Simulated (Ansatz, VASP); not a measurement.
TiO2 in VASP and in Ansatz

INCAR

```
SYSTEM = TiO2
  PREC = Accurate
  ENCUT = 520
  EDIFF = 1E-8
  ISMEAR = -1
  SIGMA = 0.05
  LREAL = .FALSE.
  LASPH = .TRUE.
  NELM = 80
  ALGO = Normal
  ISIF = 2
  LWAVE = .FALSE.
  LCHARG = .FALSE.
  LEFG = .TRUE.
  NBANDS = 33
```

KPOINTS

```
Automatic mesh
0
G
  7 7 10
  0 0 0
```

The input POSCAR:

```
TiO2
1.0
    4.5319113078      0.0000000000      0.0000000000
    0.0000000000      4.5319113078      0.0000000000
    0.0000000000      0.0000000000      2.9190086112
Ti O
2 4
Direct
    0.0000000000      0.0000000000      0.0000000000
    0.5000000000      0.5000000000      0.5000000000
    0.3060000000      0.3060000000      0.0000000000
    0.1940000000      0.8060000000      0.5000000000
    0.6940000000      0.6940000000      0.0000000000
    0.8060000000      0.1940000000      0.5000000000
```

Input for Ansatz:

```yaml
crystal:
  lattice:
    - [4.5319113078, 0.0, 0.0]
    - [0.0, 4.5319113078, 0.0]
    - [0.0, 0.0, 2.9190086112]
  atoms:
    - { symbol: Ti, position: [0.0, 0.0, 0.0] }
    - { symbol: Ti, position: [0.5, 0.5, 0.5] }
    - { symbol: O, position: [0.306, 0.306, 0.0] }
    - { symbol: O, position: [0.194, 0.806, 0.5] }
    - { symbol: O, position: [0.694, 0.694, 0.0] }
    - { symbol: O, position: [0.806, 0.194, 0.5] }
kpoints:
  mp_grid: { grid: [7, 7, 10] }
scf:
  occupations: { method: fermi_dirac, width: 0.05 }
hamiltonian:
  xc: lda
  pseudopotentials: { kind: all_electron, datasets: crystal }
output:
  forces: true
  stress: true
  eigenvalues: true
  efg: { contact_densities: true }
```

Change from the starting cell: volume scaled by 0.96, crystal datasets.

Alike in both runs: task electric field gradients; functional LDA; k mesh 7 × 7 × 10; occupations fermi-dirac, width 0.05 eV; no spin polarisation.

|  | VASP | Ansatz |
| --- | --- | --- |
| version | VASP 6.6.1 | Ansatz 0.2.0 |
| potentials or method | VASP PAW LDA potentials, release 64 (Ti_sv, O), cutoff 520 eV | all-electron PAW with datasets made for the crystal, scalar-relativistic |

Ansatz gave:

| Quantity | Value |
| --- | --- |
| gap on the k mesh at the Fermi level (eV) | 1.95 |
| pressure (GPa) | 2.5 |
| traceless stress, the component that is largest in VASP (GPa) | -0.19 |
| rms of the force components (eV/Å) | 0.156 |
| size of Vzz on the site where it differs most (V/Å²) | 25.5 |

Task: What did VASP give for the same quantities?

Result: gap on the k mesh at the Fermi level (eV): 1.92; pressure (GPa): 3.6; traceless stress, the component that is largest in VASP (GPa): 0.11; rms of the force components (eV/Å): 0.173; size of Vzz on the site where it differs most (V/Å²): 27.0.

LDA's correlation is that of Perdew and Zunger in VASP and of Perdew and Wang (1992) in Ansatz. Atom by atom the forces differ by 0.018 eV/Å (rms over components). Ansatz ran all-electron here, and VASP with PAW potentials.
